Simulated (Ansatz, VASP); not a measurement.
**MoS2 in VASP and in Ansatz**

```
Mo S
1.0
     3.14941    0.00000    0.00000
    -1.57471    2.72747    0.00000
     0.00000    0.00000   18.75395
Mo S
3 6
Cartesian
  1.5747 0.9092 0.0000
  0.0000 1.8183 12.7021
  0.0000 1.8183 6.0518
  0.0000 1.8183 1.5657
  1.5747 0.9092 14.2684
  1.5747 0.9092 7.6181
  0.0000 1.8183 17.1882
  1.5747 0.9092 11.1359
  1.5747 0.9092 4.4855
```

Alike in both runs: task relaxation of cell and atoms; functional PBE; dispersion D3(BJ); k mesh 12 × 12 × 2; occupations gaussian, width 0.02 eV; no spin polarisation.

```csv
,VASP,Ansatz
version,VASP 6.6.1,Ansatz 0.2.0
potentials or method,"VASP PAW PBE potentials, release 64 (Mo_sv, S), cutoff 600 eV","scalar-relativistic, plane waves, PAW"
valence electrons in the cell,78,78
```

Ansatz gave:

```
gap on the k mesh at the Fermi level, each at its own relaxed structure (eV) : 0.89
relaxed volume (Å³/atom)                                                     : 17.90
relaxed cell length with the largest relative difference (Å)                 : 18.754
```

**Question.** What did VASP give for the same quantities?

**Answer.** gap on the k mesh at the Fermi level, each at its own relaxed structure (eV): 0.89; relaxed volume (Å³/atom): 17.85; relaxed cell length with the largest relative difference (Å): 18.717.
